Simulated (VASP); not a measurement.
## BaTiO3: single point with PBEsol+D3(BJ)

The system is BaTiO3.

```
Ba Ti O
1.0
     3.94355    0.00000    0.00000
     0.00000    3.94355    0.00000
     0.00000    0.00000    3.94355
Ba Ti O
1 1 3
Direct
  0.50000 0.50000 0.50000
  0.00000 0.00000 0.00000
  0.00000 0.00000 0.50000
  0.00000 0.50000 0.00000
  0.50000 0.00000 0.00000
```

```json
{
  "Program": "VASP 6.6.1",
  "Task": "single point",
  "Functional": "PBEsol",
  "Dispersion": "D3(BJ)",
  "Potentials or basis": "VASP PAW PBE potentials, release 64 (Ba_sv, Ti_sv, O)",
  "Cutoff": "520 eV",
  "k mesh": "7 × 7 × 7",
  "Occupations": "fermi-dirac, width 0.05 eV",
  "Spin": "no spin polarisation",
  "Dipole correction": "no",
  "Further INCAR settings": "ALGO = Normal; EDIFF = 1e-07; NBANDS = 28"
}
```

The pressure is 2.1 GPa, the band gap on the k mesh is 1.85 eV, indirect (least direct gap 1.88 eV) and the dispersion energy per atom is -0.277 eV.

Levels at points of the mesh, in eV from the valence-band top:
```
           k point  band 18  band 19  band 20  band 21  band 22  band 23
(0.00, 0.00, 0.00)    -0.03    -0.03    -0.03     1.85     1.85     1.85
```

It took 21 s on 1 thread of AMD EPYC 9R45 96-Core Processor (Zen 5) (shared host), peak memory 0.17 GiB.

Caveat: the PAW data sets were made with another functional, which shifts forces and pressure a little; spin-orbit coupling is left out, which moves the levels of the heavy elements. Expect the measured gap to be larger: semilocal functionals such as PBEsol lack the derivative discontinuity.
